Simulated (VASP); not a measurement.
# LiF (Griceite) (Fm-3m) in VASP: further runs

Runs on LiF (Griceite). Level: HSE06. Tasks: single point.

Program: VASP 6.6.1. These are calculated values, not measurements. Logs are shortened: lines on timing, memory, paths and dates and some standing lists are left out, and cuts for length are marked.

## Step 1: The cell of the first run

It takes space group Fm-3m (No. 225, cubic). Conventional cell: a = 4.051 Å, b = 4.051 Å, c = 4.051 Å, α = 90.00°, β = 90.00°, γ = 90.00°. Within 2.7 Å of Li (site symmetry m-3m) lie 6 F at 2.03 Å. F (site symmetry m-3m) has 6 Li at 2.03 Å within 2.7 Å.

## Step 2: Single point, HSE06 (volume scaled by 1.03)

POSCAR

```
LiF
1.0
    0.0000000000      2.0253490418      2.0253490418
    2.0253490418      0.0000000000      2.0253490418
    2.0253490418      2.0253490418      0.0000000000
Li F
1 1
Direct
    0.0000000000      0.0000000000      0.0000000000
    0.5000000000      0.5000000000      0.5000000000
```

INCAR.step1

```
ALGO     = Normal         # electronic algorithm
EDIFF    = 1E-5           # SCF threshold, eV
ENCUT    = 520            # plane-wave cutoff, eV
GGA      = PE             # functional
ISIF     = 2              # what is computed and relaxed
ISMEAR   = 0              # smearing method
LASPH    = T              # aspherical terms in the spheres
LREAL    = F              # projectors in reciprocal space
LWAVE    = T              # write WAVECAR
NBANDS   = 12             # bands
NELM     = 100            # most SCF steps
PREC     = Accurate       # precision mode
SIGMA    = 0.02           # smearing width, eV
```

INCAR.step2

```
ALGO     = Normal         # electronic algorithm
EDIFF    = 1E-6           # SCF threshold, eV
ENCUT    = 520            # plane-wave cutoff, eV
GGA      = PE             # functional
HFSCREEN = 0.2079         # screening, 1/A
ISIF     = 2              # what is computed and relaxed
ISMEAR   = 0              # smearing method
ISTART   = 1            
LASPH    = T              # aspherical terms in the spheres
LCHARG   = T              # write CHGCAR
LELF     = T              # ELF
LHFCALC  = T              # exact exchange
LREAL    = F              # projectors in reciprocal space
LVHAR    = T            
LWAVE    = F              # write WAVECAR
NBANDS   = 12             # bands
NELM     = 100            # most SCF steps
PREC     = Accurate       # precision mode
PRECFOCK = Normal       
SIGMA    = 0.02           # smearing width, eV
```

KPOINTS

```
k-points
0
Gamma
  6 6 6
```

Potentials or basis: VASP PAW PBE potentials, release 64 (Li_sv, F).

Started as:

```
cat potpaw_PBE.64/Li_sv/POTCAR potpaw_PBE.64/F/POTCAR > POTCAR
cp INCAR.step1 INCAR
mpirun -np 1 vasp_std > vasp.out
cp INCAR.step2 INCAR
mpirun -np 1 vasp_std > vasp.out
```

OUTCAR:

```text
EDIFF = 1E-6
   ENCUT = 520
   GGA = PE
   HFSCREEN = 0.2079
   ISIF = 2
   ISMEAR = 0
   ISTART = 1
   LASPH = T
   LHFCALC = T
   LREAL = F
   NELM = 100
   PREC = Accurate
   PRECFOCK = Normal

 ion  position               nearest neighbor table
   1  0.000  0.000  0.000-   2 2.03   2 2.03   2 2.03   2 2.03   2 2.03   2 2.03
   2  0.500  0.500  0.500-   1 2.03   1 2.03   1 2.03   1 2.03   1 2.03   1 2.03

  LATTYP: Found a face centered cubic cell.
 ALAT       =     4.0506980836

  Lattice vectors:

 A1 = (   0.0000000000,   2.0253490418,   2.0253490418)
 A2 = (   2.0253490418,   0.0000000000,   2.0253490418)
 A3 = (   2.0253490418,   2.0253490418,   0.0000000000)

Analysis of symmetry for initial positions (statically):
=====================================================================
 Subroutine PRICEL returns:
 Original cell was already a primitive cell.

 Routine SETGRP: Setting up the symmetry group for a
 face centered cubic supercell.

 Subroutine GETGRP returns: Found 48 space group operations
 (whereof 48 operations were pure point group operations)
 out of a pool of 48 trial point group operations.

The static configuration has the point symmetry O_h .

Analysis of symmetry for dynamics (positions and initial velocities):
=====================================================================
 Subroutine PRICEL returns:
 Original cell was already a primitive cell.

 Routine SETGRP: Setting up the symmetry group for a
 face centered cubic supercell.

 Subroutine GETGRP returns: Found 48 space group operations
 (whereof 48 operations were pure point group operations)
 out of a pool of 48 trial point group operations.

The dynamic configuration has the point symmetry O_h .

 Subroutine INISYM returns: Found 48 space group operations
 (whereof 48 operations are pure point group operations),
 and found     1 'primitive' translations

----------------------------------------------------------------------------------------

                                     Primitive cell

  volume of cell :      16.6161

  direct lattice vectors                    reciprocal lattice vectors
     0.000000000  2.025349042  2.025349042    -0.246871028  0.246871028  0.246871028
     2.025349042  0.000000000  2.025349042     0.246871028 -0.246871028  0.246871028
     2.025349042  2.025349042  0.000000000     0.246871028  0.246871028 -0.246871028

  length of vectors
     2.864276083  2.864276083  2.864276083     0.427593163  0.427593163  0.427593163

  position of ions in fractional coordinates (direct lattice)
     0.000000000  0.000000000  0.000000000
     0.500000000  0.500000000  0.500000000

  ion indices of the primitive-cell ions
   primitive index   ion index
                 1           1
                 2           2

----------------------------------------------------------------------------------------

 KPOINTS: k-points

Automatic generation of k-mesh.
 Grid dimensions read from file:
 generate k-points for:    6    6    6

 Generating k-lattice:

  Cartesian coordinates                     Fractional coordinates (reciprocal lattice)
    -0.041145171  0.041145171  0.041145171     0.166666667  0.000000000  0.000000000
     0.041145171 -0.041145171  0.041145171     0.000000000  0.166666667  0.000000000
     0.041145171  0.041145171 -0.041145171     0.000000000  0.000000000  0.166666667

  Length of vectors
     0.071265527  0.071265527  0.071265527

  Shift w.r.t. Gamma in fractional coordinates (k-lattice)
     0.000000000  0.000000000  0.000000000

 Subroutine IBZKPT returns following result:
 ===========================================

 Found     16 irreducible k-points:

 Following reciprocal coordinates:
            Coordinates               Weight
  0.000000  0.000000  0.000000      1.000000
  0.166667  0.000000  0.000000      8.000000
  0.333333  0.000000  0.000000      8.000000
  0.500000  0.000000  0.000000      4.000000
  0.166667  0.166667  0.000000      6.000000
  0.333333  0.166667  0.000000     24.000000
[... 8 lines left out ...]
 -0.333333  0.333333  0.166667     24.000000
 -0.333333  0.500000  0.166667     12.000000
   k-points           NKPTS =     16   k-points in BZ     NKDIM =    216   number of bands    NBANDS=     12
   number of dos      NEDOS =    301   number of ions     NIONS =      2
   total plane-waves  NPLWV =  13824
   dimension x,y,z NGX =    24 NGY =   24 NGZ =   24
   dimension x,y,z NGXF=    48 NGYF=   48 NGZF=   48
   ions per type =               1   1
   NGX,Y,Z   is equivalent  to a cutoff of  13.93, 13.93, 13.93 a.u.
   NGXF,Y,Z  is equivalent  to a cutoff of  27.86, 27.86, 27.86 a.u.
 SYSTEM =  unknown system
   PREC   = accura    normal or accurate (medium, high low for compatibility)
   ISTART =      1    job   : 0-new  1-cont  2-samecut
   ICHARG =      0    charge: 1-file 2-atom 10-const
   ISPIN  =      1    spin polarized calculation?
   LNONCOLLINEAR =      F non collinear calculations
   LSORBIT =      F    spin-orbit coupling
   LASPH  =      T    aspherical Exc in radial PAW
   ENCUT  =  520.0 eV  38.22 Ry    6.18 a.u.   5.33  5.33  5.33*2*pi/ulx,y,z
   NELM   =    100;   NELMIN=  2; NELMDL=  0     # of ELM steps
   EDIFF  = 0.1E-05   stopping-criterion for ELM
   LREAL  =      F    real-space projection
   EDIFFG = 0.1E-04   stopping-criterion for IOM
   NSW    =      0    number of steps for IOM
   IBRION =     -1    ionic relax: 0-MD 1-quasi-New 2-CG
   NFREE  =      0    steps in history (QN), initial steepest desc. (CG)
   ISIF   =      2    stress and relaxation
   ISYM   =      3    0-nonsym 1-usesym 2-fastsym
   POTIM  = 0.5000    time-step for ionic-motion
   TEBEG  =    0.0;   TEEND  =   0.0 temperature during run
   PSTRESS=    0.0 pullay stress
   NELECT =      10.0000    total number of electrons
   NUPDOWN=      -1.0000    fix difference up-down
   EMIN   =  10.00;   EMAX   =-10.00  energy-range for DOS
   EFERMI =   0.00;   METHOD = LEGACY
   ISMEAR =     0;   SIGMA  =   0.02  broadening in eV -4-tet -1-fermi 0-gaus
   EFERMI_NEDOS =   21; number of points for ismear=-14 and -15
   IALGO  =     38    algorithm
   IMIX   =      1    mixing-type and parameters
     AMIX     =   0.40;   BMIX     =  1.00
     AMIX_MAG =   1.60;   BMIX_MAG =  1.00
  volume/ion in A,a.u.               =       8.31        56.07
  Fermi-wavevector in a.u.,A,eV,Ry     =   1.382181  2.611944 25.992905  1.910425
  Thomas-Fermi vector in A             =   2.506896
   LORBIT       =      0    0 simple, 1 ext, 2 COOP (PROOUT), +10 PAW based schemes
   GGA     = PE    functional components
   LHFCALC =     T    Hartree Fock is set to
   PRECFOCK=normal    Normal, Fast or Accurate (Low or Medium for compatibility)
   ENCUT4O =  -1.0   cutoff for four orbital integrals eV
   NKREDX  =     1    reduce k-point grid by
   NKREDY  =     1    reduce k-point grid by
   NKREDZ  =     1    reduce k-point grid by
   AEXX    =    0.2500 exact exchange contribution
   HFSCREEN=    0.2079 screening length (either q_TF or 0.3 A-1)
   HFSCREENC=   0.2079 screening length for correlation (either q_TF or 0.3 A-1)
   ENCUTFOCK=  -1.0 apply spherical cutoff to Coloumb kernel
   IVDW    =     0    specifies the selected vdW correction
   LEPSILON=     F    determine dielectric tensor
   LRPA    =     F    only Hartree local field effects (RPA)
 non-spin polarized calculation
 Gauss-broadening in eV      SIGMA  =   0.02
  energy-cutoff  :      520.00
  volume of cell :       16.62
 maximum number of plane-waves:       459
 NGX is ok and might be reduce to    24
  NGX = 16; NGY = 16; NGZ = 16

 number of electron       9.9999991 magnetization

 Free energy of the ion-electron system (eV)
  ---------------------------------------------------
  ext. energy  EPLUGINS =         0.00000000
  ---------------------------------------------------
  free energy    TOTEN  =       -11.38522312 eV

  energy without entropy =      -11.38522312  energy(sigma->0) =      -11.38522312

 E-fermi :  -2.6195     XC(G=0):  -8.1012

 val. band max:       -2.8273755404   @ k =   0.0000   0.0000   0.0000
 cond. band min:       8.3990330259   @ k =   0.0000   0.0000   0.0000
 fundamental gap:     11.2264085663
 Fermi energy:        -2.6195478656

 k-point     1 :       0.0000    0.0000    0.0000
  band No.  band energies     occupation
      1     -45.8441      2.00000
      2     -24.3558      2.00000
      3      -2.8274      2.00000
      4      -2.8274      2.00000
      5      -2.8274      2.00000
      6       8.3990      0.00000
      7      23.5447      0.00000
      8      23.5447      0.00000
      9      23.5447      0.00000
     10      23.8228      0.00000
     11      23.8228      0.00000
     12      23.8228      0.00000

 k-point     2 :       0.1667    0.0000    0.0000
  band No.  band energies     occupation
      1     -45.8303      2.00000
      2     -24.2503      2.00000
      3      -3.5658      2.00000
      4      -2.8903      2.00000
      5      -2.8903      2.00000
      6       9.1432      0.00000
      7      19.0489      0.00000
      8      21.2527      0.00000
      9      21.2527      0.00000
     10      25.5036      0.00000
     11      25.7497      0.00000
     12      25.7497      0.00000

 k-point     3 :       0.3333    0.0000    0.0000
  band No.  band energies     occupation
      1     -45.8026      2.00000
      2     -24.0291      2.00000
      3      -4.8512      2.00000
      4      -3.0112      2.00000
      5      -3.0112      2.00000
      6      10.0779      0.00000
      7      16.6328      0.00000
      8      19.1814      0.00000
      9      19.1814      0.00000
     10      27.7605      0.00000
     11      28.5971      0.00000
     12      28.5971      0.00000
[... 166 lines left out ...]
 k-point    15 :      -0.3333    0.3333    0.1667
  band No.  band energies     occupation
      1     -45.7766      2.00000
      2     -23.7382      2.00000
      3      -5.0906      2.00000
      4      -4.5141      2.00000
      5      -3.4805      2.00000
      6      13.0152      0.00000
      7      14.9156      0.00000
      8      18.1211      0.00000
      9      18.7985      0.00000
     10      26.7373      0.00000
     11      27.5610      0.00000
     12      35.0864      0.00000

 k-point    16 :      -0.3333    0.5000    0.1667
  band No.  band energies     occupation
      1     -45.7728      2.00000
      2     -23.6721      2.00000
      3      -5.4185      2.00000
      4      -4.4137      2.00000
      5      -3.7100      2.00000
      6      14.4403      0.00000
      7      14.9195      0.00000
      8      16.9654      0.00000
      9      19.0858      0.00000
     10      23.5070      0.00000
     11      31.1037      0.00000
     12      33.6043      0.00000

------------------------ aborting loop because EDIFF is reached ----------------------------------------

  FORCE on cell =-STRESS in cart. coord.  units (eV):
  Direction    XX          YY          ZZ          XY          YZ          ZX
  --------------------------------------------------------------------------------------
  -------------------------------------------------------------------------------------
  Total       -0.2286477     -0.2286477     -0.2286477     -0.0000000      0.0000000     -0.0000000
  in kB      -22.0469091    -22.0469091    -22.0469091     -0.0000000      0.0000000     -0.0000000
  external PRESSURE =     -22.0469091 kB  Pullay stress =       0.0000000 kB

 VOLUME and BASIS-vectors are now :
 -----------------------------------------------------------------------------
  energy-cutoff  :      520.00
  volume of cell :       16.62
      direct lattice vectors                 reciprocal lattice vectors
     0.000000000  2.025349042  2.025349042    -0.246871028  0.246871028  0.246871028
     2.025349042  0.000000000  2.025349042     0.246871028 -0.246871028  0.246871028
     2.025349042  2.025349042  0.000000000     0.246871028  0.246871028 -0.246871028

 POSITION                                       TOTAL-FORCE (eV/Angst)
 -----------------------------------------------------------------------------------
      0.00000      0.00000      0.00000         0.000000      0.000000      0.000000
      2.02535      2.02535      2.02535        -0.000000     -0.000000     -0.000000
 -----------------------------------------------------------------------------------
    total drift:                               -0.000000     -0.000000     -0.000000

  FREE ENERGIE OF THE ION-ELECTRON SYSTEM (eV)
  ---------------------------------------------------
  free  energy   TOTEN  =       -11.3852231208 eV

  energy  without entropy=      -11.3852231208  energy(sigma->0) =      -11.38522312
```

It took 2.9 min on 1 thread of Intel Xeon 6975P-C, shared host; peak memory 0.23 GiB.

Results:

```
Free energy            : -11.3852 eV
Band gap on the k mesh : 11.23 eV, direct
```

Caveat: the k points lie up to 0.45 Å⁻¹ apart; the cutoff is under 1.25 times the usual one of these potentials, so pressure, stress and relaxed cells hold a basis-set (Pulay) error; the PAW data sets were made with another functional, which shifts forces and pressure a little.

## Step 3: Single point, HSE06 (volume scaled by 1.06)

POSCAR

```
LiF
1.0
    0.0000000000      2.0448247466      2.0448247466
    2.0448247466      0.0000000000      2.0448247466
    2.0448247466      2.0448247466      0.0000000000
Li F
1 1
Direct
    0.0000000000      0.0000000000      0.0000000000
    0.5000000000      0.5000000000      0.5000000000
```

INCAR.step1

```
ALGO     = Normal         # electronic algorithm
EDIFF    = 1E-5           # SCF threshold, eV
ENCUT    = 520            # plane-wave cutoff, eV
GGA      = PE             # functional
ISIF     = 2              # what is computed and relaxed
ISMEAR   = 0              # smearing method
LASPH    = True           # aspherical terms in the spheres
LREAL    = False          # projectors in reciprocal space
LWAVE    = True           # write WAVECAR
NBANDS   = 12             # bands
NELM     = 80             # most SCF steps
PREC     = Accurate       # precision mode
SIGMA    = 0.02           # smearing width, eV
```

INCAR.step2

```
ALGO     = Normal         # electronic algorithm
EDIFF    = 1E-6           # SCF threshold, eV
ENCUT    = 520            # plane-wave cutoff, eV
GGA      = PE             # functional
HFSCREEN = 0.2079         # screening, 1/A
ISIF     = 2              # what is computed and relaxed
ISMEAR   = 0              # smearing method
ISTART   = 1            
LASPH    = True           # aspherical terms in the spheres
LCHARG   = True           # write CHGCAR
LELF     = True           # ELF
LHFCALC  = True           # exact exchange
LREAL    = False          # projectors in reciprocal space
LVHAR    = True         
LWAVE    = False          # write WAVECAR
NBANDS   = 12             # bands
NELM     = 80             # most SCF steps
PREC     = Accurate       # precision mode
PRECFOCK = Normal       
SIGMA    = 0.02           # smearing width, eV
```

KPOINTS is that of step 2.

Potentials or basis: VASP PAW PBE potentials, release 64 (Li_sv, F).

Started as:

```
cat potpaw_PBE.64/Li_sv/POTCAR potpaw_PBE.64/F/POTCAR > POTCAR
cp INCAR.step1 INCAR
mpirun -np 1 vasp_std > vasp.out
cp INCAR.step2 INCAR
mpirun -np 1 vasp_std > vasp.out
```

It took 5.8 min on 1 thread of Intel Xeon 6975P-C, shared host; peak memory 0.24 GiB.

The run converged. Its results:

* Free energy: -11.3770 eV
* Band gap on the k mesh: 10.96 eV, direct

Levels at points of the mesh, in eV from the valence-band top:
| k point | band 2 | band 3 | band 4 | band 5 | band 6 | band 7 | band 8 | band 9 |
| --- | --- | --- | --- | --- | --- | --- | --- | --- |
| (0.00, 0.00, 0.00) | -21.45 | 0.00 | 0.00 | 0.00 | 10.96 | 25.98 | 25.98 | 25.98 |
| (0.50, 0.00, 0.00) | -21.03 | -2.51 | -0.23 | -0.23 | 12.84 | 18.82 | 21.00 | 21.00 |
| (0.50, 0.50, 0.00) | -20.79 | -2.92 | -0.98 | -0.98 | 16.94 | 18.52 | 19.40 | 22.38 |

Caveat: the k points lie up to 0.44 Å⁻¹ apart; the cutoff is under 1.25 times the usual one of these potentials, so pressure, stress and relaxed cells hold a basis-set (Pulay) error; the PAW data sets were made with another functional, which shifts forces and pressure a little.
